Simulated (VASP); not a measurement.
A run of VASP 6.6.1:

File INCAR:

```
PREC = Accurate
ENCUT = 520
EDIFF = 1E-6
ISMEAR = 0
SIGMA = 0.2
LREAL = F
LASPH = T
NELM = 80
ALGO = Normal
ISIF = 2
LWAVE = F
LCHARG = F
GGA = PE
NBANDS = 50
```

KPOINTS

```
Automatic mesh
0
Gamma
  4 4 4
```

The input POSCAR:

```
Sn3GeTe4
1.0
    6.3202447000      0.0000000000      0.0000000000
    0.0000000000      6.3202447000      0.0000000000
    0.0000000000      0.0000000000      6.3202447000
Sn Ge Te
3 1 4
Direct
    0.5000000000      0.0000000000      0.5000000000
    0.0000000000      0.5000000000      0.5000000000
    0.5000000000      0.5000000000      0.0000000000
    0.0000000000      0.0000000000      0.0000000000
    0.5000000000      0.5000000000      0.5000000000
    0.0000000000      0.5000000000      0.0000000000
    0.5000000000      0.0000000000      0.0000000000
    0.0000000000      0.0000000000      0.5000000000
```

Potentials or basis: VASP PAW PBE potentials, release 64 (Sn_d, Ge_d, Te).

The run is started by

```console
$ cat potpaw_PBE.64/Sn_d/POTCAR potpaw_PBE.64/Ge_d/POTCAR potpaw_PBE.64/Te/POTCAR > POTCAR
$ mpirun -np 1 vasp_std > vasp.out
```

Hardware: 1 thread of Oxide Virtual Turin-like Processor (shared host).

**Question.** How long does it take, and how much memory?

**Answer.** Run time: 2.9 min on 1 thread of Oxide Virtual Turin-like Processor, on a shared host, peak memory 0.35 GiB. Counts: scf iterations 12, k points 10.
